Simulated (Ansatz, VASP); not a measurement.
Si: VASP beside Ansatz

File INCAR:

```
SYSTEM = Si
PREC = Accurate
ENCUT = 500
EDIFF = 1E-6
ISMEAR = -1
SIGMA = 0.002
LREAL = .False.
LASPH = .True.
NELM = 120
ALGO = Normal
ISIF = 2
LWAVE = .False.
LCHARG = .True.
GGA = PE
LELF = .True.
LVHAR = .True.
NBANDS = 11
GGA_COMPAT = .False.
```

File KPOINTS:

```
regular mesh
0
Gamma
  8 8 8
  0 0 0
```

Contents of POSCAR:

```
Si
1.0
    0.0000000000      2.7218511865      2.7218511865
    2.7218511865      0.0000000000      2.7218511865
    2.7218511865      2.7218511865      0.0000000000
Si
2
Direct
    0.2500000000      0.2500000000      0.2500000000
    0.0000000000      0.0000000000      0.0000000000
```

Input for Ansatz:

```yaml
crystal:
  lattice:
    - [0.0, 2.7218511865, 2.7218511865]
    - [2.7218511865, 0.0, 2.7218511865]
    - [2.7218511865, 2.7218511865, 0.0]
  atoms:
    - { symbol: Si, position: [0.25, 0.25, 0.25] }
    - { symbol: Si, position: [0.0, 0.0, 0.0] }
  symmetry: { detect: true }
basis: {}
kpoints:
  mp_grid: { grid: [8, 8, 8] }
hamiltonian:
  xc: pbe
scf:
  occupations: { method: fermi_dirac, width: 0.002 }
output:
  forces: true
  stress: true
  eigenvalues: true
  populations: true
```

Alike in both runs: task single point; functional PBE; k mesh 8 × 8 × 8; occupations fermi-dirac, width 0.002 eV; no spin polarisation.

```csv
,VASP,Ansatz
version,VASP 6.6.1,Ansatz 0.2.0
potentials or method,"VASP PAW PBE potentials, release 64 (Si)","scalar-relativistic, plane waves, PAW"
plane-wave cutoff (eV),500,420
valence electrons in the cell,8,8
```

|  | VASP | Ansatz | Ansatz less VASP |
| --- | --- | --- | --- |
| gap on the k mesh at the Fermi level (eV) | 0.63 | 0.63 | -0.003 |
| least direct gap on the mesh (eV) | 2.56 | 2.56 | -0.005 |
| pressure (GPa) | 1.3 | 1.3 | +0.08 |

With one functional, cell and mesh, what is left measures potentials, basis and numerics.
